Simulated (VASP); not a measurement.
# FeGe (P6/mmm) in VASP: a series of runs

The runs below take FeGe through single point, with PBE.

All numbers are computed with VASP 6.6.1; they aren't measurements. Logs are shortened: lines on timing, memory, paths and dates and some standing lists are left out, and cuts for length are marked.

## 1. The cell of the first run

It takes space group P6/mmm (No. 191, hexagonal). Conventional cell: a = 4.927 Å, b = 4.927 Å, c = 3.861 Å, α = 90.00°, β = 90.00°, γ = 120.00°. Fe (site symmetry mmm) has 6 Ge at 2.40 to 2.46 Å and 4 Fe at 2.46 Å within 3.2 Å. Ge (site symmetry 6/mmm) has 6 Fe at 2.46 Å within 3.3 Å. Within 3.2 Å of Ge (site symmetry -6m2) lie 6 Fe at 2.40 Å and 3 Ge at 2.84 Å.

## 2. Single point, PBE (13.53 Å³/atom)

Input file INCAR:

```
SYSTEM = FeGe
PREC = Accurate
ENCUT = 520
EDIFF = 1E-6
ISMEAR = 0
SIGMA = 0.05
LREAL = .False.
LASPH = .True.
NELM = 100
ALGO = Normal
ISIF = 2
LWAVE = .False.
LCHARG = .False.
GGA = PE
NBANDS = 42
```

Input file KPOINTS:

```
Automatic mesh
0
Gamma
  10 10 10
  0 0 0
```

Input file POSCAR:

```
FeGe
1.0
    4.9273321872      0.0000000000      0.0000000000
   -2.4636660936      4.2671948470      0.0000000000
    0.0000000000      0.0000000000      3.8614697394
Fe Ge
3 3
Direct
    0.5000000000      0.0000000000      0.0000000000
    0.5000000000      0.5000000000      0.0000000000
    0.0000000000      0.5000000000      0.0000000000
    0.0000000000      0.0000000000      0.0000000000
    0.3333333333      0.6666666667      0.5000000000
    0.6666666667      0.3333333333      0.5000000000
```

Potentials or basis: VASP PAW PBE potentials, release 64 (Fe, Ge_d).

Started as:

```sh
> cat potpaw_PBE.64/Fe/POTCAR potpaw_PBE.64/Ge_d/POTCAR > POTCAR
> mpirun -np 1 vasp_std > vasp.out
```

OUTCAR:

```text
SYSTEM = FeGe
   PREC = Accurate
   ENCUT = 520
   EDIFF = 1E-6
   ISMEAR = 0
   LREAL = .False.
   LASPH = .True.
   NELM = 100
   ISIF = 2
   GGA = PE

 ion  position               nearest neighbor table
   1  0.500  0.000  0.000-   5 2.40   6 2.40   5 2.40   6 2.40   4 2.46   4 2.46   2 2.46   2 2.46
                             3 2.46   3 2.46
   2  0.500  0.500  0.000-   5 2.40   6 2.40   5 2.40   6 2.40   3 2.46   3 2.46   4 2.46   1 2.46
                             1 2.46   4 2.46
   3  0.000  0.500  0.000-   5 2.40   6 2.40   5 2.40   6 2.40   2 2.46   2 2.46   4 2.46   4 2.46
                             1 2.46   1 2.46
   4  0.000  0.000  0.000-   1 2.46   1 2.46   3 2.46   3 2.46   2 2.46   2 2.46
   5  0.333  0.667  0.500-   3 2.40   3 2.40   1 2.40   1 2.40   2 2.40   2 2.40   6 2.84   6 2.84
                             6 2.84
   6  0.667  0.333  0.500-   3 2.40   3 2.40   1 2.40   1 2.40   2 2.40   2 2.40   5 2.84   5 2.84
                             5 2.84

  LATTYP: Found a hexagonal cell.
 ALAT       =     4.9273321872
 C/A-ratio  =     0.7836836634

  Lattice vectors:

 A1 = (   4.9273321872,   0.0000000000,   0.0000000000)
 A2 = (  -2.4636660936,   4.2671948470,   0.0000000000)
 A3 = (   0.0000000000,   0.0000000000,   3.8614697394)

Analysis of symmetry for initial positions (statically):
=====================================================================
 Subroutine PRICEL returns:
 Original cell was already a primitive cell.

 Routine SETGRP: Setting up the symmetry group for a
 hexagonal supercell.

 Subroutine GETGRP returns: Found 24 space group operations
 (whereof 24 operations were pure point group operations)
 out of a pool of 24 trial point group operations.

The static configuration has the point symmetry D_6h.

Analysis of symmetry for dynamics (positions and initial velocities):
=====================================================================
 Subroutine PRICEL returns:
 Original cell was already a primitive cell.

 Routine SETGRP: Setting up the symmetry group for a
 hexagonal supercell.

 Subroutine GETGRP returns: Found 24 space group operations
 (whereof 24 operations were pure point group operations)
 out of a pool of 24 trial point group operations.

The dynamic configuration has the point symmetry D_6h.

 Subroutine INISYM returns: Found 24 space group operations
 (whereof 24 operations are pure point group operations),
 and found     1 'primitive' translations

----------------------------------------------------------------------------------------

                                     Primitive cell

  volume of cell :      81.1908

  direct lattice vectors                    reciprocal lattice vectors
     4.927332187  0.000000000  0.000000000     0.202949580  0.117172995  0.000000000
    -2.463666094  4.267194847  0.000000000     0.000000000  0.234345990  0.000000000
     0.000000000  0.000000000  3.861469739     0.000000000  0.000000000  0.258968752

  length of vectors
     4.927332187  4.927332187  3.861469739     0.234345990  0.234345990  0.258968752

  position of ions in fractional coordinates (direct lattice)
     0.500000000  0.000000000  0.000000000
     0.500000000  0.500000000  0.000000000
     0.000000000  0.500000000  0.000000000
     0.000000000  0.000000000  0.000000000
     0.333333333  0.666666667  0.500000000
     0.666666667  0.333333333  0.500000000

  ion indices of the primitive-cell ions
   primitive index   ion index
                 1           1
                 2           2
                 3           3
                 4           4
                 5           5
                 6           6

----------------------------------------------------------------------------------------

 KPOINTS: Automatic mesh

Automatic generation of k-mesh.
 Grid dimensions read from file:
 generate k-points for:   10   10   10

 Generating k-lattice:

  Cartesian coordinates                     Fractional coordinates (reciprocal lattice)
     0.020294958  0.011717299  0.000000000     0.100000000  0.000000000  0.000000000
     0.000000000  0.023434599  0.000000000     0.000000000  0.100000000  0.000000000
     0.000000000  0.000000000  0.025896875     0.000000000  0.000000000  0.100000000

  Length of vectors
     0.023434599  0.023434599  0.025896875

  Shift w.r.t. Gamma in fractional coordinates (k-lattice)
     0.000000000  0.000000000  0.000000000

 Subroutine IBZKPT returns following result:
 ===========================================

 Found     84 irreducible k-points:

 Following reciprocal coordinates:
            Coordinates               Weight
  0.000000  0.000000  0.000000      1.000000
  0.100000 -0.000000  0.000000      6.000000
  0.200000 -0.000000  0.000000      6.000000
  0.300000  0.000000  0.000000      6.000000
  0.400000 -0.000000  0.000000      6.000000
  0.500000 -0.000000  0.000000      3.000000
[... 16 lines left out ...]
  0.300000  0.100000  0.100000     24.000000
  0.400000  0.100000  0.100000     24.000000
 [... further k-points ...]
   k-points           NKPTS =     84   k-points in BZ     NKDIM =     84   number of bands    NBANDS=     42
   number of dos      NEDOS =    301   number of ions     NIONS =      6
   total plane-waves  NPLWV =  48000
   dimension x,y,z NGX =    40 NGY =   40 NGZ =   30
   dimension x,y,z NGXF=    80 NGYF=   80 NGZF=   60
   ions per type =               3   3
   NGX,Y,Z   is equivalent  to a cutoff of  13.50, 13.50, 12.92 a.u.
   NGXF,Y,Z  is equivalent  to a cutoff of  26.99, 26.99, 25.83 a.u.
 SYSTEM =  FeGe
   PREC   = accura    normal or accurate (medium, high low for compatibility)
   ISTART =      0    job   : 0-new  1-cont  2-samecut
   ICHARG =      2    charge: 1-file 2-atom 10-const
   ISPIN  =      1    spin polarized calculation?
   LNONCOLLINEAR =      F non collinear calculations
   LSORBIT =      F    spin-orbit coupling
   LASPH  =      T    aspherical Exc in radial PAW
   ENCUT  =  520.0 eV  38.22 Ry    6.18 a.u.   9.16  9.16  7.18*2*pi/ulx,y,z
   NELM   =    100;   NELMIN=  2; NELMDL= -5     # of ELM steps
   EDIFF  = 0.1E-05   stopping-criterion for ELM
   LREAL  =      F    real-space projection
   EDIFFG = 0.1E-04   stopping-criterion for IOM
   NSW    =      0    number of steps for IOM
   IBRION =     -1    ionic relax: 0-MD 1-quasi-New 2-CG
   NFREE  =      0    steps in history (QN), initial steepest desc. (CG)
   ISIF   =      2    stress and relaxation
   ISYM   =      2    0-nonsym 1-usesym 2-fastsym
   POTIM  = 0.5000    time-step for ionic-motion
   TEBEG  =    0.0;   TEEND  =   0.0 temperature during run
   PSTRESS=    0.0 pullay stress
   NELECT =      66.0000    total number of electrons
   NUPDOWN=      -1.0000    fix difference up-down
   EMIN   =  10.00;   EMAX   =-10.00  energy-range for DOS
   EFERMI =   0.00;   METHOD = LEGACY
   ISMEAR =     0;   SIGMA  =   0.05  broadening in eV -4-tet -1-fermi 0-gaus
   EFERMI_NEDOS =   21; number of points for ismear=-14 and -15
   IALGO  =     38    algorithm
   IMIX   =      4    mixing-type and parameters
     AMIX     =   0.40;   BMIX     =  1.00
     AMIX_MAG =   1.60;   BMIX_MAG =  1.00
  volume/ion in A,a.u.               =      13.53        91.32
  Fermi-wavevector in a.u.,A,eV,Ry     =   1.527873  2.887261 31.761370  2.334395
  Thomas-Fermi vector in A             =   2.635709
   LORBIT       =      0    0 simple, 1 ext, 2 COOP (PROOUT), +10 PAW based schemes
   GGA     = PE    functional components
   LHFCALC =     F    Hartree Fock is set to
   AEXX    =    0.0000 exact exchange contribution
   IVDW    =     0    specifies the selected vdW correction
   LEPSILON=     F    determine dielectric tensor
   LRPA    =     F    only Hartree local field effects (RPA)
 non-spin polarized calculation
 Gauss-broadening in eV      SIGMA  =   0.05
  energy-cutoff  :      520.00
  volume of cell :       81.19
 maximum number of plane-waves:      2206
 NGX is ok and might be reduce to    40
   NGX = 19   NGY = 19   NGZ = 15

 number of electron      65.9999997 magnetization

 Free energy of the ion-electron system (eV)
  ---------------------------------------------------
  ext. energy  EPLUGINS =         0.00000000
  ---------------------------------------------------
  free energy    TOTEN  =       -38.30541846 eV

  energy without entropy =      -38.28659390  energy(sigma->0) =      -38.29600618

 E-fermi :   7.3444     XC(G=0): -12.4217

 val. band max:        7.3417133566   @ k =   0.0000   0.0000   0.1000
 cond. band min:       7.3450829150   @ k =   0.3000   0.1000   0.1000
 fundamental gap:      0.0033695583
 Fermi energy:         7.3444254424

 k-point     1 :       0.0000    0.0000    0.0000
  band No.  band energies     occupation
      1     -17.4475      2.00000
      2     -17.3635      2.00000
      3     -17.3635      2.00000
      4     -17.2165      2.00000
      5     -17.2165      2.00000
      6     -17.1506      2.00000
[... 34 lines left out ...]
     41      12.3594      0.00000
     42      12.3594      0.00000

 k-point     2 :       0.1000   -0.0000    0.0000
  band No.  band energies     occupation
      1     -17.4471      2.00000
      2     -17.3635      2.00000
      3     -17.3634      2.00000
      4     -17.2162      2.00000
      5     -17.2159      2.00000
      6     -17.1540      2.00000
[... 34 lines left out ...]
     41      12.1412      0.00000
     42      12.4066      0.00000

 k-point     3 :       0.2000   -0.0000    0.0000
  band No.  band energies     occupation
      1     -17.4463      2.00000
      2     -17.3635      2.00000
      3     -17.3630      2.00000
      4     -17.2155      2.00000
      5     -17.2142      2.00000
      6     -17.1613      2.00000
[... 34 lines left out ...]
     41      12.1198      0.00000
     42      12.4961      0.00000

 k-point     4 :       0.3000    0.0000    0.0000
  band No.  band energies     occupation
      1     -17.4452      2.00000
      2     -17.3635      2.00000
      3     -17.3625      2.00000
      4     -17.2148      2.00000
      5     -17.2120      2.00000
      6     -17.1686      2.00000
[... 844 lines left out ...]
     41      11.7925      0.00000
     42      12.7360      0.00000

 k-point    23 :       0.3000    0.1000    0.1000
  band No.  band energies     occupation
      1     -17.4440      2.00000
      2     -17.3636      2.00000
      3     -17.3626      2.00000
      4     -17.2142      2.00000
      5     -17.2112      2.00000
      6     -17.1754      2.00000
[... 34 lines left out ...]
     41      11.7057      0.00000
     42      12.6060      0.00000

 k-point    24 :       0.4000    0.1000    0.1000
  band No.  band energies     occupation
      1     -17.4434      2.00000
      2     -17.3636      2.00000
      3     -17.3623      2.00000
      4     -17.2139      2.00000
      5     -17.2100      2.00000
      6     -17.1792      2.00000
[... 34 lines left out ...]
     41      12.1793      0.00000
     42      12.5625      0.00000

 [... further k-points ...]

------------------------ aborting loop because EDIFF is reached ----------------------------------------

  FORCE on cell =-STRESS in cart. coord.  units (eV):
  Direction    XX          YY          ZZ          XY          YZ          ZX
  --------------------------------------------------------------------------------------
  -------------------------------------------------------------------------------------
  Total        3.8446140      3.8446140      3.8266466      0.0000000     -0.0000000      0.0000000
  in kB       75.8676052     75.8676052     75.5130460      0.0000000     -0.0000000      0.0000000
  external PRESSURE =      75.7494188 kB  Pullay stress =       0.0000000 kB

 VOLUME and BASIS-vectors are now :
 -----------------------------------------------------------------------------
  energy-cutoff  :      520.00
  volume of cell :       81.19
      direct lattice vectors                 reciprocal lattice vectors
     4.927332187  0.000000000  0.000000000     0.202949580  0.117172995  0.000000000
    -2.463666094  4.267194847  0.000000000     0.000000000  0.234345990  0.000000000
     0.000000000  0.000000000  3.861469739     0.000000000  0.000000000  0.258968752

 POSITION                                       TOTAL-FORCE (eV/Angst)
 -----------------------------------------------------------------------------------
      2.46367      0.00000      0.00000        -0.000000     -0.000000      0.000000
      1.23183      2.13360      0.00000        -0.000000     -0.000000      0.000000
     -1.23183      2.13360      0.00000        -0.000000     -0.000000      0.000000
      0.00000      0.00000      0.00000        -0.000000     -0.000000      0.000000
     -0.00000      2.84480      1.93073         0.000000      0.000000     -0.000000
      2.46367      1.42240      1.93073        -0.000000     -0.000000      0.000000
 -----------------------------------------------------------------------------------
    total drift:                               -0.000000      0.000000     -0.000000

  FREE ENERGIE OF THE ION-ELECTRON SYSTEM (eV)
  ---------------------------------------------------
  free  energy   TOTEN  =       -38.3054184640 eV

  energy  without entropy=      -38.2865939000  energy(sigma->0) =      -38.29600618
```

Wall time 8.3 min (1 thread of Intel Xeon 8259CL, shared host); peak memory 0.37 GiB.

What came out:

| Item | Value |
| --- | --- |
| Free energy | -38.3054 eV |
| Pressure | 7.6 GPa |
| Band gap on the k mesh | zero (bands 33 and 34 overlap by 0.55 eV) |

Levels at points of the mesh, in eV from the Fermi level:
```csv
k point,band 31,band 32,band 33,band 34,band 35,band 36
"(0.00, 0.00, 0.00)",-0.21,0.00,0.03,0.03,0.96,1.26
"(0.50, 0.00, 0.00)",-0.66,-0.15,0.02,1.52,1.71,1.79
"(0.00, 0.00, 0.50)",-0.63,-0.42,-0.15,-0.15,-0.11,-0.11
"(0.50, 0.00, 0.50)",-0.63,-0.58,-0.14,-0.13,-0.08,0.11
```

Caveat: the cell stands under pressure; the run has no spin polarisation, though such a crystal can be magnetic.

## 3. Single point, PBE (13.81 Å³/atom)

This run uses another cell than the first one, of 13.81 Å³/atom.

Input file INCAR:

```
SYSTEM = FeGe
PREC = Accurate ; ENCUT = 520
EDIFF = 1E-6 ; ISMEAR = 0
SIGMA = 0.05 ; LREAL = .FALSE.
LASPH = .TRUE. ; NELM = 80
ALGO = Normal ; ISIF = 2
LWAVE = .FALSE. ; LCHARG = .TRUE.
GGA = PE ; LELF = .TRUE.
LVHAR = .TRUE. ; NBANDS = 42
```

Input file KPOINTS:

```
Automatic mesh
0
G
  10 10 10
  0 0 0
```

POSCAR: that of step 2 with these lines changed.

```diff
@@ -2,5 +2,5 @@
 1.0
-    4.9273321872      0.0000000000      0.0000000000
-   -2.4636660936      4.2671948470      0.0000000000
-    0.0000000000      0.0000000000      3.8614697394
+    4.9603830343      0.0000000000      0.0000000000
+   -2.4801915171      4.2958177202      0.0000000000
+    0.0000000000      0.0000000000      3.8895623351
 Fe Ge
```

Potentials or basis: VASP PAW PBE potentials, release 64 (Fe, Ge_d).

Started as:

```sh
> cat potpaw_PBE.64/Fe/POTCAR potpaw_PBE.64/Ge_d/POTCAR > POTCAR
> mpirun -np 1 vasp_std > vasp.out
```

It took 6.4 min on 1 thread of Intel Xeon 8259CL, shared host; peak memory 0.36 GiB.

The run converged. Its results:

- Free energy: -38.3645 eV
- Pressure: 3.7 GPa
- Band gap on the k mesh: zero (bands 33 and 34 overlap by 0.53 eV)

Levels at points of the mesh, in eV from the Fermi level:
```csv
k point,band 29,band 30,band 31,band 32,band 33,band 34,band 35,band 36,band 37,band 38
"(0.00, 0.00, 0.00)",-1.72,-0.21,-0.21,0.01,0.03,0.03,0.90,1.23,2.35,2.35
"(0.50, 0.00, 0.00)",-1.05,-0.78,-0.65,-0.15,0.02,1.48,1.67,1.71,2.41,2.97
"(0.00, 0.00, 0.50)",-1.49,-0.61,-0.61,-0.39,-0.15,-0.15,-0.10,-0.10,-0.07,1.23
"(0.50, 0.00, 0.50)",-1.37,-1.01,-0.62,-0.57,-0.13,-0.13,-0.08,0.10,0.83,2.02
```

Caveat: the cell stands under pressure; the run has no spin polarisation, though such a crystal can be magnetic.

[end of part 1 of 2]
